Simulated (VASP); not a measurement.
# ZnCl4 (I-43m) in VASP: further runs

The runs below take ZnCl4 through single point, relaxation of cell and atoms, with PBE.

Everything below comes from runs of VASP 6.6.1. Logs are shortened: lines on timing, memory, paths and dates and some standing lists are left out, and cuts for length are marked.

## Step 1: The cell of the first run

It takes space group I-43m (No. 217, cubic). The conventional cell has a = 6.528 Å, b = 6.528 Å, c = 6.528 Å, α = 90.00°, β = 90.00°, γ = 90.00°. Zn (site symmetry -43m) has 4 Cl at 2.28 Å within 3.0 Å. Within 3.0 Å of Cl (site symmetry 3m) lie 1 Zn at 2.28 Å.

The cell was generated, and may not be a known phase.

## Step 2: Single point, PBE

File INCAR:

```
SYSTEM = ZnCl4
PREC = Accurate
ENCUT = 520
EDIFF = 1E-6
ISMEAR = 0
SIGMA = 0.1
LREAL = .False.
LASPH = .True.
NELM = 100
ALGO = Normal
ISIF = 2
LWAVE = .False.
LCHARG = .True.
GGA = PE
LELF = .True.
LVHAR = .True.
NBANDS = 28
```

File KPOINTS:

```
Automatic mesh
0
Gamma
  8 8 8
  0 0 0
```

File POSCAR:

```
ZnCl4
1.0
   -3.2638354675      3.2638354675      3.2638354675
    3.2638354675     -3.2638354675      3.2638354675
    3.2638354675      3.2638354675     -3.2638354675
Zn Cl
1 4
Direct
    0.0000000000      0.0000000000      0.0000000000
    0.4033361499      0.4033361499      0.4033361499
    0.5966638501      0.0000000000      0.0000000000
    0.0000000000      0.0000000000      0.5966638501
    0.0000000000      0.5966638501      0.0000000000
```

Potentials or basis: VASP PAW PBE potentials, release 64 (Zn, Cl).

Command:

```bash
> cat potpaw_PBE.64/Zn/POTCAR potpaw_PBE.64/Cl/POTCAR > POTCAR
> mpirun -np 1 vasp_std > vasp.out
```

OUTCAR:

```text
SYSTEM = ZnCl4
   PREC = Accurate
   ENCUT = 520
   EDIFF = 1E-6
   ISMEAR = 0
   LREAL = .False.
   LASPH = .True.
   NELM = 100
   ISIF = 2
   GGA = PE

 ion  position               nearest neighbor table
   1  0.000  0.000  0.000-   2 2.28   3 2.28   4 2.28   5 2.28
   2  0.403  0.403  0.403-   1 2.28
   3  0.597  0.000  0.000-   1 2.28
   4  0.000  0.000  0.597-   1 2.28
   5  0.000  0.597  0.000-   1 2.28

  LATTYP: Found a body centered cubic cell.
 ALAT       =     6.5276709350

  Lattice vectors:

 A1 = (  -3.2638354675,   3.2638354675,   3.2638354675)
 A2 = (   3.2638354675,  -3.2638354675,   3.2638354675)
 A3 = (   3.2638354675,   3.2638354675,  -3.2638354675)

Analysis of symmetry for initial positions (statically):
=====================================================================
 Subroutine PRICEL returns:
 Original cell was already a primitive cell.

 Routine SETGRP: Setting up the symmetry group for a
 body centered cubic supercell.

 Subroutine GETGRP returns: Found 24 space group operations
 (whereof 24 operations were pure point group operations)
 out of a pool of 48 trial point group operations.

The static configuration has the point symmetry T_d .

Analysis of symmetry for dynamics (positions and initial velocities):
=====================================================================
 Subroutine PRICEL returns:
 Original cell was already a primitive cell.

 Routine SETGRP: Setting up the symmetry group for a
 body centered cubic supercell.

 Subroutine GETGRP returns: Found 24 space group operations
 (whereof 24 operations were pure point group operations)
 out of a pool of 48 trial point group operations.

The dynamic configuration has the point symmetry T_d .

 Subroutine INISYM returns: Found 24 space group operations
 (whereof 24 operations are pure point group operations),
 and found     1 'primitive' translations

----------------------------------------------------------------------------------------

                                     Primitive cell

  volume of cell :     139.0736

  direct lattice vectors                    reciprocal lattice vectors
    -3.263835467  3.263835467  3.263835467     0.000000000  0.153193997  0.153193997
     3.263835467 -3.263835467  3.263835467     0.153193997  0.000000000  0.153193997
     3.263835467  3.263835467 -3.263835467     0.153193997  0.153193997  0.000000000

  length of vectors
     5.653128857  5.653128857  5.653128857     0.216649028  0.216649028  0.216649028

  position of ions in fractional coordinates (direct lattice)
     0.000000000  0.000000000  0.000000000
     0.403336150  0.403336150  0.403336150
     0.596663850  0.000000000  0.000000000
     0.000000000  0.000000000  0.596663850
     0.000000000  0.596663850  0.000000000

  ion indices of the primitive-cell ions
   primitive index   ion index
                 1           1
                 2           2
                 3           3
                 4           4
                 5           5

----------------------------------------------------------------------------------------

 KPOINTS: Automatic mesh

Automatic generation of k-mesh.
 Grid dimensions read from file:
 generate k-points for:    8    8    8

 Generating k-lattice:

  Cartesian coordinates                     Fractional coordinates (reciprocal lattice)
     0.000000000  0.019149250  0.019149250     0.125000000  0.000000000  0.000000000
     0.019149250  0.000000000  0.019149250     0.000000000  0.125000000  0.000000000
     0.019149250  0.019149250  0.000000000     0.000000000  0.000000000  0.125000000

  Length of vectors
     0.027081128  0.027081128  0.027081128

  Shift w.r.t. Gamma in fractional coordinates (k-lattice)
     0.000000000  0.000000000  0.000000000

 Subroutine IBZKPT returns following result:
 ===========================================

 Found     29 irreducible k-points:

 Following reciprocal coordinates:
            Coordinates               Weight
  0.000000  0.000000  0.000000      1.000000
  0.125000  0.000000  0.000000     12.000000
  0.250000  0.000000  0.000000     12.000000
  0.375000  0.000000  0.000000     12.000000
  0.500000  0.000000  0.000000      6.000000
  0.125000  0.125000  0.000000     24.000000
[... 16 lines left out ...]
 -0.250000  0.250000  0.250000      6.000000
 -0.375000  0.375000  0.250000     24.000000
 [... further k-points ...]
   k-points           NKPTS =     29   k-points in BZ     NKDIM =     29   number of bands    NBANDS=     28
   number of dos      NEDOS =    301   number of ions     NIONS =      5
   total plane-waves  NPLWV =  74088
   dimension x,y,z NGX =    42 NGY =   42 NGZ =   42
   dimension x,y,z NGXF=    84 NGYF=   84 NGZF=   84
   ions per type =               1   4
   NGX,Y,Z   is equivalent  to a cutoff of  12.35, 12.35, 12.35 a.u.
   NGXF,Y,Z  is equivalent  to a cutoff of  24.70, 24.70, 24.70 a.u.
 SYSTEM =  ZnCl4
   PREC   = accura    normal or accurate (medium, high low for compatibility)
   ISTART =      0    job   : 0-new  1-cont  2-samecut
   ICHARG =      2    charge: 1-file 2-atom 10-const
   ISPIN  =      1    spin polarized calculation?
   LNONCOLLINEAR =      F non collinear calculations
   LSORBIT =      F    spin-orbit coupling
   LASPH  =      T    aspherical Exc in radial PAW
   ENCUT  =  520.0 eV  38.22 Ry    6.18 a.u.  10.51 10.51 10.51*2*pi/ulx,y,z
   NELM   =    100;   NELMIN=  2; NELMDL= -5     # of ELM steps
   EDIFF  = 0.1E-05   stopping-criterion for ELM
   LREAL  =      F    real-space projection
   EDIFFG = 0.1E-04   stopping-criterion for IOM
   NSW    =      0    number of steps for IOM
   IBRION =     -1    ionic relax: 0-MD 1-quasi-New 2-CG
   NFREE  =      0    steps in history (QN), initial steepest desc. (CG)
   ISIF   =      2    stress and relaxation
   ISYM   =      2    0-nonsym 1-usesym 2-fastsym
   POTIM  = 0.5000    time-step for ionic-motion
   TEBEG  =    0.0;   TEEND  =   0.0 temperature during run
   PSTRESS=    0.0 pullay stress
   NELECT =      40.0000    total number of electrons
   NUPDOWN=      -1.0000    fix difference up-down
   EMIN   =  10.00;   EMAX   =-10.00  energy-range for DOS
   EFERMI =   0.00;   METHOD = LEGACY
   ISMEAR =     0;   SIGMA  =   0.10  broadening in eV -4-tet -1-fermi 0-gaus
   EFERMI_NEDOS =   21; number of points for ismear=-14 and -15
   IALGO  =     38    algorithm
   IMIX   =      4    mixing-type and parameters
     AMIX     =   0.40;   BMIX     =  1.00
     AMIX_MAG =   1.60;   BMIX_MAG =  1.00
  volume/ion in A,a.u.               =      27.81       187.70
  Fermi-wavevector in a.u.,A,eV,Ry     =   1.080637  2.042108 15.888567  1.167777
  Thomas-Fermi vector in A             =   2.216633
   LORBIT       =      0    0 simple, 1 ext, 2 COOP (PROOUT), +10 PAW based schemes
   GGA     = PE    functional components
   LHFCALC =     F    Hartree Fock is set to
   AEXX    =    0.0000 exact exchange contribution
   IVDW    =     0    specifies the selected vdW correction
   LEPSILON=     F    determine dielectric tensor
   LRPA    =     F    only Hartree local field effects (RPA)
 non-spin polarized calculation
 Gauss-broadening in eV      SIGMA  =   0.10
  energy-cutoff  :      520.00
  volume of cell :      139.07
 maximum number of plane-waves:      3784
   NGX = 21   NGY = 21   NGZ = 21

 number of electron      40.0000013 magnetization

 Free energy of the ion-electron system (eV)
  ---------------------------------------------------
  ext. energy  EPLUGINS =         0.00000000
  ---------------------------------------------------
  free energy    TOTEN  =        -9.67570344 eV

  energy without entropy =       -9.60729469  energy(sigma->0) =       -9.64149906

 E-fermi :  -1.4491     XC(G=0):  -7.9147

 val. band max:       -1.4491266965   @ k =   0.2500   0.0000   0.0000
 cond. band min:      -1.4465219138   @ k =  -0.3750   0.5000   0.1250
 fundamental gap:      0.0026047827
 Fermi energy:        -1.4491180422

 k-point     1 :       0.0000    0.0000    0.0000
  band No.  band energies     occupation
      1     -15.3223      2.00000
      2     -14.4560      2.00000
      3     -14.4560      2.00000
      4     -14.4560      2.00000
      5      -6.3581      2.00000
      6      -6.3581      2.00000
[... 20 lines left out ...]
     27       9.1916      0.00000
     28       9.1916      0.00000

 k-point     2 :       0.1250    0.0000    0.0000
  band No.  band energies     occupation
      1     -15.2885      2.00000
      2     -14.4808      2.00000
      3     -14.4685      2.00000
      4     -14.4579      2.00000
      5      -6.3916      2.00000
      6      -6.3800      2.00000
[... 20 lines left out ...]
     27       8.9075      0.00000
     28       9.1515      0.00000

 k-point     3 :       0.2500    0.0000    0.0000
  band No.  band energies     occupation
      1     -15.1931      2.00000
      2     -14.5572      2.00000
      3     -14.4963      2.00000
      4     -14.4625      2.00000
      5      -6.4690      2.00000
      6      -6.4335      2.00000
[... 20 lines left out ...]
     27       8.5206      0.00000
     28       9.0170      0.00000

 k-point     4 :       0.3750    0.0000    0.0000
  band No.  band energies     occupation
      1     -15.0563      2.00000
      2     -14.6776      2.00000
      3     -14.5219      2.00000
      4     -14.4670      2.00000
      5      -6.5416      2.00000
      6      -6.4870      2.00000
[... 578 lines left out ...]
     27       8.7754      0.00000
     28       8.7754      0.00000

 k-point    23 :      -0.2500    0.2500    0.2500
  band No.  band energies     occupation
      1     -15.0797      2.00000
      2     -14.6096      2.00000
      3     -14.6096      2.00000
      4     -14.4104      2.00000
      5      -6.4807      2.00000
      6      -6.4807      2.00000
[... 20 lines left out ...]
     27       8.5762      0.00000
     28       8.6004      0.00000

 k-point    24 :      -0.3750    0.3750    0.2500
  band No.  band energies     occupation
      1     -14.9612      2.00000
      2     -14.6869      2.00000
      3     -14.6569      2.00000
      4     -14.4051      2.00000
      5      -6.5420      2.00000
      6      -6.5186      2.00000
[... 20 lines left out ...]
     27       8.6739      0.00000
     28       9.0533      0.00000

 [... further k-points ...]

------------------------ aborting loop because EDIFF is reached ----------------------------------------

  FORCE on cell =-STRESS in cart. coord.  units (eV):
  Direction    XX          YY          ZZ          XY          YZ          ZX
  --------------------------------------------------------------------------------------
  -------------------------------------------------------------------------------------
  Total        0.0037022      0.0037022      0.0037022      0.0000000     -0.0000000     -0.0000000
  in kB        0.0426501      0.0426501      0.0426501      0.0000000     -0.0000000     -0.0000000
  external PRESSURE =       0.0426501 kB  Pullay stress =       0.0000000 kB

 VOLUME and BASIS-vectors are now :
 -----------------------------------------------------------------------------
  energy-cutoff  :      520.00
  volume of cell :      139.07
      direct lattice vectors                 reciprocal lattice vectors
    -3.263835467  3.263835467  3.263835467     0.000000000  0.153193997  0.153193997
     3.263835467 -3.263835467  3.263835467     0.153193997  0.000000000  0.153193997
     3.263835467  3.263835467 -3.263835467     0.153193997  0.153193997  0.000000000

 POSITION                                       TOTAL-FORCE (eV/Angst)
 -----------------------------------------------------------------------------------
      0.00000      0.00000      0.00000         0.000000      0.000000     -0.000000
      1.31642      1.31642      1.31642         0.007887      0.007887      0.007887
     -1.94741      1.94741      1.94741         0.007887     -0.007887     -0.007887
      1.94741      1.94741     -1.94741        -0.007887     -0.007887      0.007887
      1.94741     -1.94741      1.94741        -0.007887      0.007887     -0.007887
 -----------------------------------------------------------------------------------
    total drift:                               -0.000012     -0.000012     -0.000020

  FREE ENERGIE OF THE ION-ELECTRON SYSTEM (eV)
  ---------------------------------------------------
  free  energy   TOTEN  =        -9.6757034387 eV

  energy  without entropy=       -9.6072946855  energy(sigma->0) =       -9.64149906
```

Run time: 47 s. Hardware: 1 thread of Intel Xeon 6975P-C (Granite Rapids), shared host; peak memory 0.3 GiB.

Results:

- Free energy: -9.6757 eV
- Pressure: 0.0 GPa
- Largest force: 0.014 eV/Å
- Band gap on the k mesh: zero (bands 20 and 21 overlap by 0.65 eV)

Forces in eV/Å, atoms in the order of the input:
```
Zn   0.000  0.000  0.000
Cl   0.008  0.008  0.008
Cl   0.008 -0.008 -0.008
Cl  -0.008 -0.008  0.008
Cl  -0.008  0.008 -0.008
```

Levels at points of the mesh, in eV from the Fermi level:
```tsv
k point	band 17	band 18	band 19	band 20	band 21	band 22	band 23	band 24
(0.00, 0.00, 0.00)	0.04	0.04	0.04	0.11	0.11	4.96	7.96	8.79
(0.50, 0.00, 0.00)	-0.78	-0.57	-0.26	-0.13	-0.09	6.00	8.04	8.74
(0.50, 0.50, 0.50)	-0.67	-0.67	0.18	0.18	0.18	7.07	7.85	7.85
```

## Step 3: Relaxation of cell and atoms, PBE

This run uses another cell than the first one, of 27.69 Å³/atom.

File INCAR:

```
SYSTEM = ZnCl4
ALGO     = Normal         ! electronic algorithm
EDIFF    = 1E-6           ! SCF threshold, eV
EDIFFG   = -0.01          ! ionic threshold
ENCUT    = 600            ! plane-wave cutoff, eV
GGA      = PE             ! functional
IBRION   = 2              ! ionic algorithm
ISIF     = 3              ! what is computed and relaxed
ISMEAR   = 0              ! smearing method
LASPH    = .TRUE.         ! aspherical terms in the spheres
LCHARG   = .FALSE.        ! write CHGCAR
LREAL    = .FALSE.        ! projectors in reciprocal space
LWAVE    = .FALSE.        ! write WAVECAR
NELM     = 100            ! most SCF steps
NSW      = 100            ! ionic steps
PREC     = Accurate       ! precision mode
SIGMA    = 0.1            ! smearing width, eV
```

File KPOINTS:

```
k-points
0
G
  8 8 8
  0 0 0
```

File POSCAR:

```
ZnCl4
1.0
   -3.2590671206      3.2590671206      3.2590671206
    3.2590671206     -3.2590671206      3.2590671206
    3.2590671206      3.2590671206     -3.2590671206
Zn Cl
1 4
Direct
    0.0000000000      0.0000000000      0.0000000000
    0.4030840537      0.4030840537      0.4030840537
    0.5969159463      0.0000000000      0.0000000000
    0.0000000000      0.0000000000      0.5969159463
    0.0000000000      0.5969159463      0.0000000000
```

Potentials or basis: VASP PAW PBE potentials, release 64 (Zn, Cl).

Command:

```bash
> cat potpaw_PBE.64/Zn/POTCAR potpaw_PBE.64/Cl/POTCAR > POTCAR
> mpirun -np 1 vasp_std > vasp.out
```

OUTCAR:

```text
SYSTEM = ZnCl4
   EDIFF = 1E-6
   EDIFFG = -0.01
   ENCUT = 600
   GGA = PE
   IBRION = 2
   ISIF = 3
   ISMEAR = 0
   LASPH = .TRUE.
   LREAL = .FALSE.
   NELM = 100
   NSW = 100
   PREC = Accurate

 ion  position               nearest neighbor table
   1  0.000  0.000  0.000-   2 2.28   3 2.28   4 2.28   5 2.28
   2  0.403  0.403  0.403-   1 2.28
   3  0.597  0.000  0.000-   1 2.28
   4  0.000  0.000  0.597-   1 2.28
   5  0.000  0.597  0.000-   1 2.28

  LATTYP: Found a body centered cubic cell.
 ALAT       =     6.5181342412

  Lattice vectors:

 A1 = (  -3.2590671206,   3.2590671206,   3.2590671206)
 A2 = (   3.2590671206,  -3.2590671206,   3.2590671206)
 A3 = (   3.2590671206,   3.2590671206,  -3.2590671206)

Analysis of symmetry for initial positions (statically):
=====================================================================
 Subroutine PRICEL returns:
 Original cell was already a primitive cell.

 Routine SETGRP: Setting up the symmetry group for a
 body centered cubic supercell.
[... 225 lines left out ...]

 val. band max:       -1.4559440055   @ k =   0.2500   0.0000   0.0000
 cond. band min:      -1.4527168806   @ k =  -0.3750   0.5000   0.1250
 fundamental gap:      0.0032271249
 Fermi energy:        -1.4556068843

 k-point     1 :       0.0000    0.0000    0.0000
  band No.  band energies     occupation
      1     -15.3242      2.00000
      2     -14.4599      2.00000
      3     -14.4599      2.00000
      4     -14.4599      2.00000
      5      -6.3621      2.00000
      6      -6.3621      2.00000
[... 637 lines left out ...]
     23       6.8623      0.00000
     24       6.9936      0.00000

 [... further k-points ...]

------------------------ aborting loop because EDIFF is reached ----------------------------------------

  FORCE on cell =-STRESS in cart. coord.  units (eV):
  Direction    XX          YY          ZZ          XY          YZ          ZX
  --------------------------------------------------------------------------------------
  -------------------------------------------------------------------------------------
  Total       -0.0003796     -0.0003796     -0.0003796      0.0000000      0.0000000      0.0000000
  in kB       -0.0043690     -0.0043690     -0.0043690      0.0000000      0.0000000      0.0000000
  external PRESSURE =      -0.0043690 kB  Pullay stress =       0.0000000 kB

 VOLUME and BASIS-vectors are now :
 -----------------------------------------------------------------------------
  energy-cutoff  :      600.00
  volume of cell :      139.20
      direct lattice vectors                 reciprocal lattice vectors
    -3.264806108  3.264806108  3.264806108     0.000000000  0.153148452  0.153148452
     3.264806108 -3.264806108  3.264806108     0.153148452  0.000000000  0.153148452
     3.264806108  3.264806108 -3.264806108     0.153148452  0.153148452  0.000000000

 POSITION                                       TOTAL-FORCE (eV/Angst)
 -----------------------------------------------------------------------------------
     -0.00000      0.00000      0.00000         0.000000     -0.000000      0.000000
      1.31730      1.31730      1.31730         0.001953      0.001953      0.001953
     -1.94750      1.94750      1.94750         0.001953     -0.001953     -0.001953
      5.21231     -1.31730      1.31730        -0.001953     -0.001953      0.001953
      5.21231      1.31730     -1.31730        -0.001953      0.001953     -0.001953
 -----------------------------------------------------------------------------------
    total drift:                                0.000012      0.000012      0.000018

  FREE ENERGIE OF THE ION-ELECTRON SYSTEM (eV)
  ---------------------------------------------------
  free  energy   TOTEN  =        -9.6756970946 eV

  energy  without entropy=       -9.6072723399  energy(sigma->0) =       -9.64148472

 reached required accuracy - stopping structural energy minimisation
```

Run time: 1.7 min. Hardware: 1 thread of Intel Xeon 6975P-C (Granite Rapids), shared host; peak memory 0.39 GiB.

Results:

```yaml
Free_energy: -9.6757 eV
Relaxed_volume: 27.84 Å³/atom
Relaxed_cell: a = 5.655 Å, b = 5.655 Å, c = 5.655 Å, α = 109.47°, β = 109.47°, γ = 109.47°
Space_group_after_relaxing_to_0.1_Å: I-43m (No. 217)
Energy_gained_by_relaxing: 0.1 meV/atom
Ionic_steps: 2
Pressure_after_relaxing: 0.0 GPa
Largest_force_after_relaxing: 0.003 eV/Å
Band_gap_on_the_k_mesh: zero (bands 20 and 21 overlap by 0.66 eV)
```

Forces in eV/Å, atoms in the order of the input:
```
Zn   0.000  0.000  0.000
Cl   0.002  0.002  0.002
Cl   0.002 -0.002 -0.002
Cl  -0.002 -0.002  0.002
Cl  -0.002  0.002 -0.002
```

The path:
```tsv
step	energy change (eV)	largest force (eV/Å)	pressure (GPa)	volume (Å³)
1	0.0000	0.0471	0.21	138.46
2	-0.0007	0.0034	0.00	139.20
```

Final structure:
```
CELL_PARAMETERS angstrom
-3.26481 3.26481 3.26481
3.26481 -3.26481 3.26481
3.26481 3.26481 -3.26481
ATOMIC_POSITIONS crystal
Zn 0.00000 0.00000 0.00000
Cl 0.40349 0.40349 0.40349
Cl 0.59651 0.00000 0.00000
Cl 0.00000 0.00000 0.59651
Cl 0.00000 0.59651 0.00000
```

[end of part 1 of 2]

The gap in the log of VASP goes by the Fermi energy; the results here count the filled bands.